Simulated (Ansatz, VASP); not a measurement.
**One calculation of C, two programs**

```xyz
2
Lattice="0.0524 1.7614 1.7614 1.7614 0.0524 1.7614 1.7614 1.7614 0.0524" Properties=species:S:1:pos:R:3 pbc="T T T"
C     0.0016    0.0016    0.0016
C     0.8922    0.8922    0.8922
```

Change from the starting cell: epitaxial_111 strain -4.0%.

Alike in both runs: task single point; functional PBE; k mesh 12 × 12 × 12; occupations fermi-dirac, width 0.02 eV; no spin polarisation.

|  | VASP | Ansatz |
| --- | --- | --- |
| version | VASP 6.6.1 | Ansatz 0.2.0 |
| potentials or method | VASP PAW PBE potentials, release 64 (C) | plane waves, PAW |
| plane-wave cutoff (eV) | 520 | 420 |
| valence electrons in the cell | 8 | 8 |

Ansatz gave:

```
gap on the k mesh at the Fermi level (eV)                     : 4.13
pressure (GPa)                                                : 45.2
traceless stress, the component that is largest in VASP (GPa) : -20.05
rms of the force components (eV/Å)                            : 0.038
```

**Question.** Which values does VASP return?

**Answer.** gap on the k mesh at the Fermi level (eV): 4.12; pressure (GPa): 46.3; traceless stress, the component that is largest in VASP (GPa): -20.16; rms of the force components (eV/Å): 0.046.

Atom by atom the forces differ by 0.008 eV/Å (rms over components). Both programs put the cell under a high pressure, so it lies far from rest at this level.
